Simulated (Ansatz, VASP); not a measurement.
Given: the input of a run of Ansatz 0.2.0 on Bi2Te3.

input.yaml

```yaml
crystal:
  lattice:
    - [2.193, 1.2661291403, 10.1656666667]
    - [-2.193, 1.2661291403, 10.1656666667]
    - [0.0, -2.5322582807, 10.1656666667]
  atoms:
    - { symbol: Bi, position: [0.6, 0.6, 0.6] }
    - { symbol: Bi, position: [0.4, 0.4, 0.4] }
    - { symbol: Te, position: [0.7905, 0.7905, 0.7905] }
    - { symbol: Te, position: [0.2095, 0.2095, 0.2095] }
    - { symbol: Te, position: [0.0, 0.0, 0.0] }
kpoints:
  mp_grid: { grid: [4, 4, 4] }
scf:
  occupations: { method: fermi_dirac, width: 0.03 }
hamiltonian:
  xc: pbe
  pseudopotentials: { kind: all_electron, lapw: { basis_error: 0.002 } }
output:
  forces: true
  stress: true
  eigenvalues: true
```

Potentials or basis: all-electron LAPW, scalar-relativistic.

Command:

```console
$ ansatz run input.yaml --threads 4 --pin off --max-ram 12288MiB --backend cpu --events-out ev --progress --plain --runs-dir out
```

Problem. Translate it to VASP 6.6.1. Potentials there: VASP PAW PBE potentials, release 64 (Bi_d, Te).

Solution. As run (the cutoff follows the program's own potentials):

The input INCAR:

```
SYSTEM = Bi2Te3
PREC = Accurate
ENCUT = 520
EDIFF = 1E-7
ISMEAR = -1
SIGMA = 0.03
LREAL = .FALSE.
LASPH = .TRUE.
NELM = 100
ALGO = Normal
ISIF = 2
LWAVE = .FALSE.
LCHARG = .FALSE.
GGA = PE
NBANDS = 32
```

Contents of KPOINTS:

```
Automatic mesh
0
G
  4 4 4
  0 0 0
```

File POSCAR:

```
Bi2Te3
1.0
    2.1930000000      1.2661291403     10.1656666667
   -2.1930000000      1.2661291403     10.1656666667
    0.0000000000     -2.5322582807     10.1656666667
Bi Te
2 3
Direct
    0.6000000000      0.6000000000      0.6000000000
    0.4000000000      0.4000000000      0.4000000000
    0.7905000000      0.7905000000      0.7905000000
    0.2095000000      0.2095000000      0.2095000000
    0.0000000000      0.0000000000      0.0000000000
```

Potentials or basis: VASP PAW PBE potentials, release 64 (Bi_d, Te).

Command:

```bash
$ cat potpaw_PBE.64/Bi_d/POTCAR potpaw_PBE.64/Te/POTCAR > POTCAR
$ mpirun -np 1 vasp_std > vasp.out
```

Both were run:

|  | VASP | Ansatz | Ansatz less VASP |
| --- | --- | --- | --- |
| gap on the k mesh at the Fermi level (eV) | 0.29 | 0.30 | +0.010 |
| least direct gap on the mesh (eV) | 0.29 | 0.30 | +0.010 |
| pressure (GPa) | 1.8 | 1.9 | +0.04 |
| traceless stress, the component that is largest in VASP (GPa) | -0.20 | -0.20 | -0.004 |
| rms of the force components (eV/Å) | 0.018 | 0.023 | +0.0050 |

Atom by atom the forces differ by 0.006 eV/Å (rms over components). Ansatz ran all-electron here, and VASP with PAW potentials.

Neither program's run includes spin-orbit coupling.
